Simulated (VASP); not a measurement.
# Al20O in VASP: single point with LDA

Aim: the single point of Al20O with LDA.

All numbers are computed with VASP 6.6.1; they aren't measurements. Logs are shortened: lines on timing, memory, paths and dates and some standing lists are left out, and cuts for length are marked.

## 1. The cell of the first run

The cell holds a slab with vacuum, 21 atoms: a = 8.100 Å, b = 5.728 Å, c = 16.728 Å, α = 90.00°, β = 90.00°, γ = 90.00°.

## 2. Single point, LDA

File INCAR:

```
  PREC = Accurate
  ENCUT = 520
  EDIFF = 1E-6
  ISMEAR = 0
  SIGMA = 0.1
  LREAL = Auto
  LASPH = T
  NELM = 80
  ALGO = Normal
  ISIF = 2
  LWAVE = F
  LCHARG = F
  NBANDS = 49
```

File KPOINTS:

```
regular mesh
0
Gamma
  3 4 1
```

File POSCAR:

```
Al20O
1.0
    8.1000000000      0.0000000000      0.0000000000
    0.0000000000      5.7275650000      0.0000000000
    0.0000000000      0.0000000000     16.7275650000
Al O
20 1
Direct
    0.0000000000      0.0000000000      0.0597816239
    0.5000000000      0.0000000000      0.0597816239
    0.0000000000      0.5000000873      0.0597816239
    0.5000000000      0.5000000873      0.0597816239
    0.2500000000      0.2499999564      0.1453823076
    0.7500000000      0.2499999564      0.1453823076
    0.2500000000      0.7500000436      0.1453823076
    0.7500000000      0.7500000436      0.1453823076
    0.0016444444     -0.0011367833      0.2236626192
    0.4985381481     -0.0034119211      0.2230548798
    0.0016438272      0.5011010787      0.2236305165
    0.4985162963      0.5035020991      0.2230692871
    0.2499802469      0.2500167174      0.3064565584
    0.7373970370      0.2499625932      0.3061023526
    0.2440448148      0.7500815792      0.3192661335
    0.7419087654      0.7500688338      0.3084464475
   -0.0128155556      0.0165321563      0.3827386114
    0.4984823457      0.0022449331      0.3846348826
   -0.0127170370      0.4833024156      0.3825293161
    0.4985198765      0.4978063104      0.3846193992
    0.0975686420      0.7498762563      0.4071322993
```

Potentials or basis: VASP PAW LDA potentials, release 64 (Al, O).

Launch:

```console
cat potpaw_LDA.64/Al/POTCAR potpaw_LDA.64/O/POTCAR > POTCAR
mpirun -np 1 vasp_std > vasp.out
```

OUTCAR:

```text
PREC = Accurate
   ENCUT = 520
   EDIFF = 1E-6
   ISMEAR = 0
   LREAL = Auto
   LASPH = T
   NELM = 80
   ISIF = 2

 ion  position               nearest neighbor table
   1  0.000  0.000  0.060-   9 2.74   3 2.86   6 2.86   7 2.86   8 2.86   5 2.86   3 2.86
   2  0.500  0.000  0.060-  10 2.73   4 2.86   6 2.86   7 2.86   8 2.86   5 2.86   4 2.86
   3  0.000  0.500  0.060-  11 2.74   1 2.86   8 2.86   7 2.86   6 2.86   5 2.86   1 2.86
   4  0.500  0.500  0.060-  12 2.73   2 2.86   8 2.86   7 2.86   6 2.86   5 2.86   2 2.86
   5  0.250  0.250  0.145-  13 2.69  11 2.80   9 2.80  10 2.80  12 2.80   7 2.86   1 2.86   2 2.86
                             3 2.86   4 2.86   7 2.86
   6  0.750  0.250  0.145-  14 2.69  11 2.82   9 2.82  10 2.82  12 2.82   8 2.86   1 2.86   2 2.86
                             3 2.86   4 2.86   8 2.86
   7  0.250  0.750  0.145-  12 2.78  10 2.78  11 2.79   9 2.79   5 2.86   4 2.86   3 2.86   2 2.86
                             1 2.86   5 2.86  15 2.91
   8  0.750  0.750  0.145-  16 2.73  12 2.80  10 2.80  11 2.81   9 2.81   6 2.86   3 2.86   4 2.86
                             1 2.86   2 2.86   6 2.86
   9  0.002  0.999  0.224-  17 2.67   1 2.74   7 2.79   5 2.80   8 2.81   6 2.82  13 2.83  11 2.85
                            11 2.88  15 2.91  16 2.91  14 2.92
  10  0.499  0.997  0.223-  18 2.70   2 2.73   7 2.78  14 2.79   8 2.80   5 2.80  16 2.81   6 2.82
                            12 2.82  13 2.85  12 2.90  15 2.97
  11  0.002  0.501  0.224-  19 2.66   3 2.74   7 2.79   5 2.80   8 2.81   6 2.82  13 2.83   9 2.85
[... 13 lines left out ...]
  18  0.498  0.002  0.385-  10 2.70  14 2.74  15 2.74  16 2.76  13 2.79  20 2.84  20 2.89
  19  0.987  0.483  0.383-  21 1.82  11 2.66  17 2.67  14 2.74  15 2.79  16 2.80  13 2.82  17 3.05

  20  0.499  0.498  0.385-  12 2.70  14 2.74  15 2.74  16 2.76  13 2.79  18 2.84  18 2.89
  21  0.098  0.750  0.407-  17 1.82  19 1.82  15 1.89

  LATTYP: Found a simple orthorhombic cell.
 ALAT       =     5.7275650000
 B/A-ratio  =     1.4142135445
 C/A-ratio  =     2.9205369123

  Lattice vectors:

 A1 = (   0.0000000000,  -5.7275650000,   0.0000000000)
 A2 = (   8.1000000000,   0.0000000000,   0.0000000000)
 A3 = (   0.0000000000,   0.0000000000,  16.7275650000)

Analysis of symmetry for initial positions (statically):
=====================================================================
 Subroutine PRICEL returns:
 Original cell was already a primitive cell.

 Routine SETGRP: Setting up the symmetry group for a
 simple orthorhombic supercell.

 Subroutine GETGRP returns: Found  1 space group operations
 (whereof  1 operations were pure point group operations)
 out of a pool of  8 trial point group operations.

The static configuration has the point symmetry C_1 .

Analysis of symmetry for dynamics (positions and initial velocities):
=====================================================================
 Subroutine PRICEL returns:
 Original cell was already a primitive cell.

 Routine SETGRP: Setting up the symmetry group for a
 simple orthorhombic supercell.

 Subroutine GETGRP returns: Found  1 space group operations
 (whereof  1 operations were pure point group operations)
 out of a pool of  8 trial point group operations.

The dynamic configuration has the point symmetry C_1 .

 Subroutine INISYM returns: Found  1 space group operations
 (whereof  1 operations are pure point group operations),
 and found     1 'primitive' translations

----------------------------------------------------------------------------------------

                                     Primitive cell

  volume of cell :     776.0465

  direct lattice vectors                    reciprocal lattice vectors
     8.100000000  0.000000000  0.000000000     0.123456790  0.000000000  0.000000000
     0.000000000  5.727565000  0.000000000     0.000000000  0.174594265  0.000000000
     0.000000000  0.000000000 16.727565000     0.000000000  0.000000000  0.059781564

  length of vectors
     8.100000000  5.727565000 16.727565000     0.123456790  0.174594265  0.059781564

  position of ions in fractional coordinates (direct lattice)
     0.000000000  0.000000000  0.059781624
     0.500000000  0.000000000  0.059781624
     0.000000000  0.500000087  0.059781624
     0.500000000  0.500000087  0.059781624
     0.250000000  0.249999956  0.145382308
     0.750000000  0.249999956  0.145382308
[... 13 lines left out ...]
     0.498519876  0.497806310  0.384619399
     0.097568642  0.749876256  0.407132299

  ion indices of the primitive-cell ions
   primitive index   ion index
                 1           1
                 2           2
                 3           3
                 4           4
                 5           5
                 6           6
[... 13 lines left out ...]
                20          20
                21          21

----------------------------------------------------------------------------------------

 KPOINTS: regular mesh

Automatic generation of k-mesh.
 Grid dimensions read from file:
 generate k-points for:    3    4    1

 Generating k-lattice:

  Cartesian coordinates                     Fractional coordinates (reciprocal lattice)
     0.041152263  0.000000000  0.000000000     0.333333333  0.000000000  0.000000000
     0.000000000  0.043648566  0.000000000     0.000000000  0.250000000  0.000000000
     0.000000000  0.000000000  0.059781564     0.000000000  0.000000000  1.000000000

  Length of vectors
     0.041152263  0.043648566  0.059781564

  Shift w.r.t. Gamma in fractional coordinates (k-lattice)
     0.000000000  0.000000000  0.000000000

 Subroutine IBZKPT returns following result:
 ===========================================

 Found      7 irreducible k-points:

 Following reciprocal coordinates:
            Coordinates               Weight
  0.000000  0.000000  0.000000      1.000000
  0.333333  0.000000  0.000000      2.000000
  0.000000  0.250000  0.000000      2.000000
  0.333333  0.250000  0.000000      2.000000
 -0.333333  0.250000  0.000000      2.000000
  0.000000  0.500000  0.000000      1.000000
  0.333333  0.500000  0.000000      2.000000
   k-points           NKPTS =      7   k-points in BZ     NKDIM =      7   number of bands    NBANDS=     49
   number of dos      NEDOS =    301   number of ions     NIONS =     21
   total plane-waves  NPLWV = 362880
   dimension x,y,z NGX =    60 NGY =   48 NGZ =  126
   dimension x,y,z NGXF=   120 NGYF=   96 NGZF=  252
   ions per type =              20   1
   NGX,Y,Z   is equivalent  to a cutoff of  12.31, 13.93, 12.52 a.u.
   NGXF,Y,Z  is equivalent  to a cutoff of  24.63, 27.86, 25.04 a.u.
 SYSTEM =  unknown system
   PREC   = accura    normal or accurate (medium, high low for compatibility)
   ISTART =      0    job   : 0-new  1-cont  2-samecut
   ICHARG =      2    charge: 1-file 2-atom 10-const
   ISPIN  =      1    spin polarized calculation?
   LNONCOLLINEAR =      F non collinear calculations
   LSORBIT =      F    spin-orbit coupling
   LASPH  =      T    aspherical Exc in radial PAW
   ENCUT  =  520.0 eV  38.22 Ry    6.18 a.u.  15.06 10.65 31.10*2*pi/ulx,y,z
   NELM   =     80;   NELMIN=  2; NELMDL= -5     # of ELM steps
   EDIFF  = 0.1E-05   stopping-criterion for ELM
   LREAL  =      T    real-space projection
   EDIFFG = 0.1E-04   stopping-criterion for IOM
   NSW    =      0    number of steps for IOM
   IBRION =     -1    ionic relax: 0-MD 1-quasi-New 2-CG
   NFREE  =      0    steps in history (QN), initial steepest desc. (CG)
   ISIF   =      2    stress and relaxation
   ISYM   =      2    0-nonsym 1-usesym 2-fastsym
   POTIM  = 0.5000    time-step for ionic-motion
   TEBEG  =    0.0;   TEEND  =   0.0 temperature during run
   PSTRESS=    0.0 pullay stress
   NELECT =      66.0000    total number of electrons
   NUPDOWN=      -1.0000    fix difference up-down
   EMIN   =  10.00;   EMAX   =-10.00  energy-range for DOS
   EFERMI =   0.00;   METHOD = LEGACY
   ISMEAR =     0;   SIGMA  =   0.10  broadening in eV -4-tet -1-fermi 0-gaus
   EFERMI_NEDOS =   21; number of points for ismear=-14 and -15
   IALGO  =     38    algorithm
   IMIX   =      4    mixing-type and parameters
     AMIX     =   0.40;   BMIX     =  1.00
     AMIX_MAG =   1.60;   BMIX_MAG =  1.00
  volume/ion in A,a.u.               =      36.95       249.38
  Fermi-wavevector in a.u.,A,eV,Ry     =   0.719935  1.360481  7.051995  0.518307
  Thomas-Fermi vector in A             =   1.809259
   LORBIT       =      0    0 simple, 1 ext, 2 COOP (PROOUT), +10 PAW based schemes
   GGA     = CA    functional components
   LHFCALC =     F    Hartree Fock is set to
   AEXX    =    0.0000 exact exchange contribution
   IVDW    =     0    specifies the selected vdW correction
   LEPSILON=     F    determine dielectric tensor
   LRPA    =     F    only Hartree local field effects (RPA)
 non-spin polarized calculation
 Gauss-broadening in eV      SIGMA  =   0.10
  energy-cutoff  :      520.00
  volume of cell :      776.05
 maximum number of plane-waves:     20916
   NGX = 31   NGY = 21   NGZ = 63

 number of electron      66.0000003 magnetization

 Free energy of the ion-electron system (eV)
  ---------------------------------------------------
  ext. energy  EPLUGINS =         0.00000000
  ---------------------------------------------------
  free energy    TOTEN  =       -86.98000299 eV

  energy without entropy =      -86.92217367  energy(sigma->0) =      -86.95108833

 E-fermi :   1.0345     XC(G=0):  -5.6234

 val. band max:        1.0255619464   @ k =   0.0000   0.2500   0.0000
 cond. band min:       1.0362444413   @ k =   0.3333   0.0000   0.0000
 fundamental gap:      0.0106824949
 Fermi energy:         1.0345300837

 k-point     1 :       0.0000    0.0000    0.0000
  band No.  band energies     occupation
      1     -19.0526      2.00000
      2      -9.5735      2.00000
      3      -7.7148      2.00000
      4      -7.4815      2.00000
      5      -7.3519      2.00000
      6      -6.5164      2.00000
[... 325 lines left out ...]
     44       3.3505      0.00000
     45       3.3964      0.00000
 [bands above 45 left out]

------------------------ aborting loop because EDIFF is reached ----------------------------------------

  FORCE on cell =-STRESS in cart. coord.  units (eV):
  Direction    XX          YY          ZZ          XY          YZ          ZX
  --------------------------------------------------------------------------------------
  -------------------------------------------------------------------------------------
  Total       -3.5976082    -10.2094339     -1.3216093      0.0005143      0.0010344     -0.2112530
  in kB       -7.4273976    -21.0777609     -2.7285121      0.0010617      0.0021355     -0.4361397
  external PRESSURE =     -10.4112235 kB  Pullay stress =       0.0000000 kB

 VOLUME and BASIS-vectors are now :
 -----------------------------------------------------------------------------
  energy-cutoff  :      520.00
  volume of cell :      776.05
      direct lattice vectors                 reciprocal lattice vectors
     8.100000000  0.000000000  0.000000000     0.123456790  0.000000000  0.000000000
     0.000000000  5.727565000  0.000000000     0.000000000  0.174594265  0.000000000
     0.000000000  0.000000000 16.727565000     0.000000000  0.000000000  0.059781564

 POSITION                                       TOTAL-FORCE (eV/Angst)
 -----------------------------------------------------------------------------------
      0.00000      0.00000      1.00000         0.042294     -0.116518      0.306241
      4.05000      0.00000      1.00000         0.030594      0.070077      0.203449
      0.00000      2.86378      1.00000         0.042382      0.116500      0.305067
      4.05000      2.86378      1.00000         0.030807     -0.069880      0.203500
      2.02500      1.43189      2.43189         0.091547     -0.000001     -0.319707
      6.07500      1.43189      2.43189        -0.081957      0.000347     -0.304110
[... 13 lines left out ...]
      4.03801      2.85122      6.43375         0.002958     -0.001107      0.006983
      0.79031      4.29496      6.81033         0.033298      0.000503      0.052919
 -----------------------------------------------------------------------------------
    total drift:                               -0.004144     -0.000896      0.001330

  FREE ENERGIE OF THE ION-ELECTRON SYSTEM (eV)
  ---------------------------------------------------
  free  energy   TOTEN  =       -86.9800029852 eV

  energy  without entropy=      -86.9221736655  energy(sigma->0) =      -86.95108833
```

It took 5.3 min on 1 thread of Intel Xeon 6975P-C (Granite Rapids), shared host; peak memory 0.61 GiB.

What came out:

```
Free energy            : -86.9800 eV
Largest force          : 0.333 eV/Å
Band gap on the k mesh : zero (band 33 reaches 1.24 eV, above the bottom of band 34 at 0.97 eV)
```

Forces on the atoms (eV/Å):
```
Al   0.042 -0.117  0.306
Al   0.031  0.070  0.203
Al   0.042  0.117  0.305
Al   0.031 -0.070  0.203
Al   0.092  0.000 -0.320
Al  -0.082  0.000 -0.304
Al  -0.076  0.000 -0.116
Al  -0.074  0.000 -0.316
Al  -0.005  0.000  0.004
Al   0.000 -0.003  0.000
Al  -0.005  0.002 -0.001
Al   0.002  0.002 -0.001
Al  -0.001 -0.001  0.009
Al   0.001  0.001  0.000
Al   0.021  0.000 -0.029
Al   0.002 -0.001  0.002
Al  -0.030  0.058 -0.013
Al   0.004  0.001  0.007
Al  -0.030 -0.058  0.001
Al   0.003 -0.001  0.007
O    0.033  0.001  0.053
```

Levels at points of the mesh, in eV from the Fermi level:
| k point | band 31 | band 32 | band 33 | band 34 | band 35 | band 36 |
| --- | --- | --- | --- | --- | --- | --- |
| (0.00, 0.00, 0.00) | -1.04 | -0.64 | -0.26 | 0.20 | 0.48 | 0.56 |
| (0.00, 0.50, 0.00) | -0.08 | 0.12 | 0.20 | 0.49 | 0.65 | 0.88 |
